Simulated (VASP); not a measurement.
# Al (P6_3/mmc) in VASP: further runs

The runs below take Al through density of states, with PBE.

Everything below comes from runs of VASP 6.6.1. Logs are shortened: lines on timing, memory, paths and dates and some standing lists are left out, and cuts for length are marked.

### Step 1. The cell of the first run

It takes space group P6_3/mmc (No. 194, hexagonal). Conventional cell: a = 2.251 Å, b = 2.251 Å, c = 7.315 Å, α = 90.00°, β = 90.00°, γ = 120.00°. Al (site symmetry -3m) has 12 Al at 2.24 to 2.25 Å within 3.0 Å. Within 3.0 Å of Al (site symmetry -6m2) lie 12 Al at 2.24 to 2.25 Å.

### Step 2. Density of states, PBE (volume scaled by 0.4)

Contents of POSCAR:

```
Al
1.0
    2.2513122257      0.0000000000      0.0000000000
   -1.1256561128      1.9496935793      0.0000000000
    0.0000000000      0.0000000000      7.3148510887
Al
4
Direct
    0.0000000000      0.0000000000      0.0000000000
    0.0000000000      0.0000000000      0.5000000000
    0.3333333333      0.6666666667      0.2500000000
    0.6666666667      0.3333333333      0.7500000000
```

Contents of INCAR.step1:

```
  PREC = Accurate
  ENCUT = 520
  EDIFF = 1E-6
  ISMEAR = -1
  SIGMA = 0.05
  LREAL = F
  LASPH = T
  NELM = 80
  ALGO = Normal
  ISIF = 2
  LWAVE = F
  LCHARG = T
  GGA = PE
  NBANDS = 14
```

Contents of KPOINTS.step1:

```
Automatic mesh
0
Gamma
  10 10 7
```

Contents of INCAR.step2:

```
  PREC = Accurate
  ENCUT = 520
  EDIFF = 1E-6
  ISMEAR = -5
  SIGMA = 0.05
  LREAL = F
  LASPH = T
  NELM = 80
  ALGO = Normal
  ISIF = 2
  LWAVE = F
  LCHARG = F
  GGA = PE
  LORBIT = 10
  NBANDS = 14
  NEDOS = 1001
  ICHARG = 11
```

Contents of KPOINTS.step2:

```
Automatic mesh
0
Gamma
  15 15 11
```

Potentials or basis: VASP PAW PBE potentials, release 64 (Al).

Run with:

```sh
cat potpaw_PBE.64/Al/POTCAR > POTCAR
cp INCAR.step1 INCAR
cp KPOINTS.step1 KPOINTS
mpirun -np 1 vasp_std > vasp.out
cp INCAR.step2 INCAR
cp KPOINTS.step2 KPOINTS
mpirun -np 1 vasp_std > vasp.out
```

OUTCAR:

```text
PREC = Accurate
   ENCUT = 520
   EDIFF = 1E-6
   ISMEAR = -5
   LREAL = F
   LASPH = T
   NELM = 80
   ISIF = 2
   GGA = PE
   LORBIT = 10
   ICHARG = 11

 ion  position               nearest neighbor table
   1  0.000  0.000  0.000-   3 2.24   4 2.24   3 2.24   4 2.24   4 2.24   3 2.24   4 3.18   3 3.18
                             3 3.18   4 3.18   3 3.18   4 3.18
   2  0.000  0.000  0.500-   3 2.24   4 2.24   3 2.24   4 2.24   4 2.24   3 2.24   4 3.18   3 3.18
                             3 3.18   4 3.18   3 3.18   4 3.18
   3  0.333  0.667  0.250-   1 2.24   2 2.24   1 2.24   2 2.24   1 2.24   2 2.24   1 3.18   2 3.18
                             1 3.18   2 3.18   1 3.18   2 3.18
   4  0.667  0.333  0.750-   1 2.24   2 2.24   1 2.24   2 2.24   1 2.24   2 2.24   1 3.18   2 3.18
                             1 3.18   2 3.18   1 3.18   2 3.18

  LATTYP: Found a hexagonal cell.
 ALAT       =     2.2513122257
 C/A-ratio  =     3.2491499869

  Lattice vectors:

 A1 = (   2.2513122257,   0.0000000000,   0.0000000000)
 A2 = (  -1.1256561128,   1.9496935793,   0.0000000000)
 A3 = (   0.0000000000,   0.0000000000,   7.3148510887)

Analysis of symmetry for initial positions (statically):
=====================================================================
 Subroutine PRICEL returns:
 Original cell was already a primitive cell.

 Routine SETGRP: Setting up the symmetry group for a
 hexagonal supercell.

 Subroutine GETGRP returns: Found 24 space group operations
 (whereof 12 operations were pure point group operations)
 out of a pool of 24 trial point group operations.

The static configuration has the point symmetry D_3d.
 The point group associated with its full space group is D_6h.

Analysis of symmetry for dynamics (positions and initial velocities):
=====================================================================
 Subroutine PRICEL returns:
 Original cell was already a primitive cell.

 Routine SETGRP: Setting up the symmetry group for a
 hexagonal supercell.

 Subroutine GETGRP returns: Found 24 space group operations
 (whereof 12 operations were pure point group operations)
 out of a pool of 24 trial point group operations.

The dynamic configuration has the point symmetry D_3d.
 The point group associated with its full space group is D_6h.

 Subroutine INISYM returns: Found 24 space group operations
 (whereof 12 operations are pure point group operations),
 and found     1 'primitive' translations

----------------------------------------------------------------------------------------

                                     Primitive cell

  volume of cell :      32.1076

  direct lattice vectors                    reciprocal lattice vectors
     2.251312226  0.000000000  0.000000000     0.444185390  0.256450555  0.000000000
    -1.125656113  1.949693579  0.000000000     0.000000000  0.512901109  0.000000000
     0.000000000  0.000000000  7.314851089     0.000000000  0.000000000  0.136708183

  length of vectors
     2.251312226  2.251312226  7.314851089     0.512901109  0.512901109  0.136708183

  position of ions in fractional coordinates (direct lattice)
     0.000000000  0.000000000  0.000000000
     0.000000000  0.000000000  0.500000000
     0.333333333  0.666666667  0.250000000
     0.666666667  0.333333333  0.750000000

  ion indices of the primitive-cell ions
   primitive index   ion index
                 1           1
                 2           2
                 3           3
                 4           4

----------------------------------------------------------------------------------------

 KPOINTS: Automatic mesh

Automatic generation of k-mesh.
 Grid dimensions read from file:
 generate k-points for:   15   15   11

 Generating k-lattice:

  Cartesian coordinates                     Fractional coordinates (reciprocal lattice)
     0.029612359  0.017096704  0.000000000     0.066666667  0.000000000  0.000000000
     0.000000000  0.034193407  0.000000000     0.000000000  0.066666667  0.000000000
     0.000000000  0.000000000  0.012428017     0.000000000  0.000000000  0.090909091

  Length of vectors
     0.034193407  0.034193407  0.012428017

  Shift w.r.t. Gamma in fractional coordinates (k-lattice)
     0.000000000  0.000000000  0.000000000

 TETIRR: Found   2408 inequivalent tetrahedra from    14850

 Subroutine IBZKPT returns following result:
 ===========================================

 Found    162 irreducible k-points:

 Following reciprocal coordinates:
            Coordinates               Weight
  0.000000  0.000000  0.000000      1.000000
  0.066667 -0.000000  0.000000      6.000000
  0.133333 -0.000000  0.000000      6.000000
  0.200000 -0.000000  0.000000      6.000000
  0.266667 -0.000000  0.000000      6.000000
  0.333333 -0.000000  0.000000      6.000000
[... 16 lines left out ...]
  0.333333  0.200000  0.000000     12.000000
  0.400000  0.200000  0.000000      6.000000
 [... further k-points ...]
   k-points           NKPTS =    162   k-points in BZ     NKDIM =    162   number of bands    NBANDS=     14
   number of dos      NEDOS =   1001   number of ions     NIONS =      4
   total plane-waves  NPLWV =  17496
   dimension x,y,z NGX =    18 NGY =   18 NGZ =   54
   dimension x,y,z NGXF=    36 NGYF=   36 NGZF=  108
   ions per type =               4
   NGX,Y,Z   is equivalent  to a cutoff of  13.29, 13.29, 12.27 a.u.
   NGXF,Y,Z  is equivalent  to a cutoff of  26.58, 26.58, 24.55 a.u.
 SYSTEM =  unknown system
   PREC   = accura    normal or accurate (medium, high low for compatibility)
   ISTART =      0    job   : 0-new  1-cont  2-samecut
   ICHARG =     11    charge: 1-file 2-atom 10-const
   ISPIN  =      1    spin polarized calculation?
   LNONCOLLINEAR =      F non collinear calculations
   LSORBIT =      F    spin-orbit coupling
   LASPH  =      T    aspherical Exc in radial PAW
   ENCUT  =  520.0 eV  38.22 Ry    6.18 a.u.   4.19  4.19 13.60*2*pi/ulx,y,z
   NELM   =     80;   NELMIN=  2; NELMDL=  0     # of ELM steps
   EDIFF  = 0.1E-05   stopping-criterion for ELM
   LREAL  =      F    real-space projection
   EDIFFG = 0.1E-04   stopping-criterion for IOM
   NSW    =      0    number of steps for IOM
   IBRION =     -1    ionic relax: 0-MD 1-quasi-New 2-CG
   NFREE  =      0    steps in history (QN), initial steepest desc. (CG)
   ISIF   =      2    stress and relaxation
   ISYM   =      2    0-nonsym 1-usesym 2-fastsym
   POTIM  = 0.5000    time-step for ionic-motion
   TEBEG  =    0.0;   TEEND  =   0.0 temperature during run
   PSTRESS=    0.0 pullay stress
   NELECT =      12.0000    total number of electrons
   NUPDOWN=      -1.0000    fix difference up-down
   EMIN   =  10.00;   EMAX   =-10.00  energy-range for DOS
   EFERMI =   0.00;   METHOD = LEGACY
   ISMEAR =    -5;   SIGMA  =   0.05  broadening in eV -4-tet -1-fermi 0-gaus
   EFERMI_NEDOS =   21; number of points for ismear=-14 and -15
   IALGO  =     38    algorithm
   IMIX   =      4    mixing-type and parameters
     AMIX     =   0.40;   BMIX     =  1.00
     AMIX_MAG =   1.60;   BMIX_MAG =  1.00
  volume/ion in A,a.u.               =       8.03        54.17
  Fermi-wavevector in a.u.,A,eV,Ry     =   1.179232  2.228426 18.920111  1.390589
  Thomas-Fermi vector in A             =   2.315547
   LORBIT       =     10    0 simple, 1 ext, 2 COOP (PROOUT), +10 PAW based schemes
   GGA     = PE    functional components
   LHFCALC =     F    Hartree Fock is set to
   AEXX    =    0.0000 exact exchange contribution
   IVDW    =     0    specifies the selected vdW correction
   LEPSILON=     F    determine dielectric tensor
   LRPA    =     F    only Hartree local field effects (RPA)
 non-spin polarized calculation
 Fermi weights with tetrahedron method with Bloechl corrections
  energy-cutoff  :      520.00
  volume of cell :       32.11
 maximum number of plane-waves:       885
 NGX is ok and might be reduce to    18

 number of electron      12.0000000 magnetization

 Free energy of the ion-electron system (eV)
  ---------------------------------------------------
  ext. energy  EPLUGINS =         0.00000000
  ---------------------------------------------------
  free energy    TOTEN  =        -0.34676625 eV

  energy without entropy =       -0.34676625  energy(sigma->0) =       -0.34676625

 E-fermi :  17.6853     XC(G=0): -13.1527

 val. band max:       17.8641093863   @ k =   0.2000   0.2000   0.3636
 cond. band min:      17.3989257254   @ k =   0.4667   0.0667   0.2727
 fundamental gap:     -0.4651836609
 Fermi energy:        17.6852860264

 k-point     1 :       0.0000    0.0000    0.0000
  band No.  band energies     occupation
      1       1.0330      2.00000
      2       3.7157      2.00000
      3       3.7418      2.00000
      4      10.3851      2.00000
      5      12.4453      2.00000
      6      23.1256      0.00000
      7      23.1826      0.00000
      8      33.2700      0.00000
      9      33.2701      0.00000
     10      34.2788      0.00000
     11      34.2789      0.00000
     12      34.2793      0.00000
     13      34.2839      0.00000
     14      35.1846      0.00000

 k-point     2 :       0.0667   -0.0000    0.0000
  band No.  band energies     occupation
      1       1.2050      2.00000
      2       3.8806      2.00000
      3       3.9067      2.00000
      4      10.5242      2.00000
      5      12.5991      2.00000
      6      23.2033      0.00000
      7      23.2803      0.00000
      8      30.9580      0.00000
      9      32.0649      0.00000
     10      32.2967      0.00000
[... 362 lines left out ...]
 k-point    24 :       0.4000    0.2000    0.0000
  band No.  band energies     occupation
      1      10.7501      2.00000
      2      11.1350      2.00000
      3      12.5616      2.00000
      4      12.9843      2.00000
      5      14.1992      2.00000
      6      14.4591      2.00000
      7      17.2152      2.07440
      8      19.2764     -0.46698
      9      19.3242      0.00000
     10      19.6218      0.00000
     11      21.2095      0.00000
     12      25.2302      0.00000
     13      26.0217      0.00000
     14      26.1700      0.00000

 [... further k-points ...]
[... 5 lines left out ...]
  --------------------------------------------------------------------------------------
  -------------------------------------------------------------------------------------
  Total       50.3946139     50.3946139     50.9886154      0.0000000      0.0000000      0.0000000
  in kB     2514.7054526   2514.7054526   2544.3462954      0.0000001      0.0000000      0.0000000
  external PRESSURE =    2524.5857335 kB  Pullay stress =       0.0000000 kB

 VOLUME and BASIS-vectors are now :
 -----------------------------------------------------------------------------
  energy-cutoff  :      520.00
  volume of cell :       32.11
      direct lattice vectors                 reciprocal lattice vectors
     2.251312226  0.000000000  0.000000000     0.444185390  0.256450555  0.000000000
    -1.125656113  1.949693579  0.000000000     0.000000000  0.512901109  0.000000000
     0.000000000  0.000000000  7.314851089     0.000000000  0.000000000  0.136708183

 POSITION                                       TOTAL-FORCE (eV/Angst)
 -----------------------------------------------------------------------------------
      0.00000      0.00000      0.00000        -0.000000     -0.000000     -0.000000
      0.00000      0.00000      3.65743        -0.000000     -0.000000     -0.000000
     -0.00000      1.29980      1.82871         0.000000      0.000000     -0.000000
      1.12566      0.64990      5.48614        -0.000000      0.000000      0.000000
 -----------------------------------------------------------------------------------
    total drift:                               -0.000000      0.000000     -0.000000

  FREE ENERGIE OF THE ION-ELECTRON SYSTEM (eV)
  ---------------------------------------------------
  free  energy   TOTEN  =        -0.3467662519 eV

  energy  without entropy=       -0.3467662519  energy(sigma->0) =       -0.34676625

 total charge

# of ion       s       p       d       tot
------------------------------------------
    1        0.523   0.742   0.000   1.265
    2        0.523   0.742   0.000   1.265
    3        0.531   0.759   0.000   1.290
    4        0.531   0.759   0.000   1.290
--------------------------------------------------
tot          2.108   3.001   0.000   5.110
```

Wall time 53 s (1 thread of Intel Xeon Platinum 8488C (Sapphire Rapids), shared host); peak memory 0.17 GiB.

What came out:

| Quantity | Value |
| --- | --- |
| Valence electrons inside the program's atomic spheres | Al 1.26, 1.29 |

Levels at points of the mesh, in eV from the Fermi level:
| k point | band 4 | band 5 | band 6 | band 7 | band 8 | band 9 |
| --- | --- | --- | --- | --- | --- | --- |
| (0.00, 0.00, 0.00) | -7.30 | -5.24 | 5.44 | 5.50 | 15.58 | 15.58 |

Caveat: tetrahedron occupations give inexact forces and stress in metals.

### Step 3. Density of states, PBE (volume scaled by 0.45)

Contents of POSCAR:

```
Al
1.0
    2.3416975800      0.0000000000      0.0000000000
   -1.1708487900      2.0279695922      0.0000000000
    0.0000000000      0.0000000000      7.6062020403
Al
4
Direct
    0.0000000000      0.0000000000      0.0000000000
    0.0000000000      0.0000000000      0.5000000000
    0.3333333333      0.6666666667      0.2500000000
    0.6666666667      0.3333333333      0.7500000000
```

Contents of INCAR.step1:

```
SYSTEM = Al
  PREC = Accurate
  ENCUT = 520
  EDIFF = 1E-7
  ISMEAR = -1
  SIGMA = 0.05
  LREAL = .FALSE.
  LASPH = .TRUE.
  NELM = 80
  ALGO = Normal
  ISIF = 2
  LWAVE = .FALSE.
  LCHARG = .TRUE.
  GGA = PE
  NBANDS = 14
```

Contents of KPOINTS.step1:

```
Automatic mesh
0
G
  10 10 7
  0 0 0
```

Contents of INCAR.step2:

```
SYSTEM = Al
  PREC = Accurate
  ENCUT = 520
  EDIFF = 1E-7
  ISMEAR = -5
  SIGMA = 0.05
  LREAL = .FALSE.
  LASPH = .TRUE.
  NELM = 80
  ALGO = Normal
  ISIF = 2
  LWAVE = .FALSE.
  LCHARG = .FALSE.
  GGA = PE
  LORBIT = 11
  NBANDS = 14
  NEDOS = 1001
  ICHARG = 11
```

Contents of KPOINTS.step2:

```
Automatic mesh
0
G
  15 15 11
  0 0 0
```

Potentials or basis: VASP PAW PBE potentials, release 64 (Al).

Run with:

```sh
cat potpaw_PBE.64/Al/POTCAR > POTCAR
cp INCAR.step1 INCAR
cp KPOINTS.step1 KPOINTS
mpirun -np 1 vasp_std > vasp.out
cp INCAR.step2 INCAR
cp KPOINTS.step2 KPOINTS
mpirun -np 1 vasp_std > vasp.out
```

Run time: 73 s. Hardware: 1 thread of Intel Xeon Platinum 8488C (Sapphire Rapids), shared host; peak memory 0.18 GiB.

It converged, with:

* Valence electrons inside the program's atomic spheres: Al 1.14, 1.16

Levels at points of the mesh, in eV from the Fermi level:
```
           k point  band 2  band 3  band 4  band 5  band 6  band 7  band 8  band 9  band 10  band 11
(0.00, 0.00, 0.00)  -13.19  -13.17   -6.88   -5.07    5.10    5.15   14.77   14.77    15.57    15.57
```

Caveat: tetrahedron occupations give inexact forces and stress in metals.
